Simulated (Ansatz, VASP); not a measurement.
**AlN in VASP and in Ansatz**

File POSCAR:

```
AlN
1.0
    3.1120000000      0.0000000000      0.0000000000
   -1.5560000000      2.6950710566      0.0000000000
    0.0000000000      0.0000000000      4.9820000000
Al N
2 2
Direct
    0.3333333333      0.6666666667      0.0000000000
    0.6666666667      0.3333333333      0.5000000000
    0.3333333333      0.6666666667      0.3820000000
    0.6666666667      0.3333333333      0.8820000000
```

INCAR.step1

```
SYSTEM = AlN
PREC = Accurate
ENCUT = 520
ISMEAR = 0
SIGMA = 0.1
LREAL = .FALSE.
LASPH = .TRUE.
NELM = 80
NBANDS = 16
GGA = PE
ALGO = Normal
EDIFF = 1E-4
LWAVE = .TRUE.
LCHARG = .FALSE.
```

File INCAR.step2:

```
SYSTEM = AlN
PREC = Accurate
ENCUT = 520
EDIFF = 1E-6
ISMEAR = 0
SIGMA = 0.1
LREAL = .FALSE.
LASPH = .TRUE.
NELM = 80
ALGO = Normal
ISIF = 2
LWAVE = .FALSE.
LCHARG = .FALSE.
METAGGA = R2SCAN
LMIXTAU = .TRUE.
NBANDS = 16
ISTART = 1
```

The input KPOINTS:

```
regular mesh
0
G
  6 6 4
  0 0 0
```

Input for Ansatz:

```yaml
crystal:
  lattice:
    - [3.112, 0.0, 0.0]
    - [-1.556, 2.6950710566, 0.0]
    - [0.0, 0.0, 4.982]
  atoms:
    - { symbol: Al, position: [0.3333333333, 0.6666666667, 0.0] }
    - { symbol: Al, position: [0.6666666667, 0.3333333333, 0.5] }
    - { symbol: "N", position: [0.3333333333, 0.6666666667, 0.382] }
    - { symbol: "N", position: [0.6666666667, 0.3333333333, 0.882] }
basis:
  ecutwfc: 500
kpoints:
  mp_grid: { grid: [6, 6, 4] }
hamiltonian:
  xc: r2scan
  pseudopotentials: { kind: paw, azcp: { folder: soft_1 } }
scf:
  occupations: { method: gaussian, width: 0.1 }
output:
  forces: true
  stress: true
  eigenvalues: true
```

Alike in both runs: task single point; functional r2SCAN; k mesh 6 × 6 × 4; occupations gaussian, width 0.1 eV; no spin polarisation.

|  | VASP | Ansatz |
| --- | --- | --- |
| version | VASP 6.6.1 | Ansatz 0.2.0 |
| potentials or method | VASP PAW PBE potentials, release 64 (Al, N), cutoff 520 eV | scalar-relativistic, plane waves, PAW |
| valence electrons in the cell | 16 | 16 |

|  | VASP | Ansatz | Ansatz less VASP |
| --- | --- | --- | --- |
| gap on the k mesh at the Fermi level (eV) | 4.87 | 4.83 | -0.048 |
| least direct gap on the mesh (eV) | 4.87 | 4.83 | -0.048 |
| pressure (GPa) | -1.3 | -0.9 | +0.36 |
| traceless stress, the component that is largest in VASP (GPa) | 0.14 | 0.13 | -0.015 |
| rms of the force components (eV/Å) | 0.008 | 0.008 | +0.0002 |

VASP's potentials were made for PBE, not for r2SCAN. Atom by atom the forces differ by 0.000 eV/Å (rms over components).
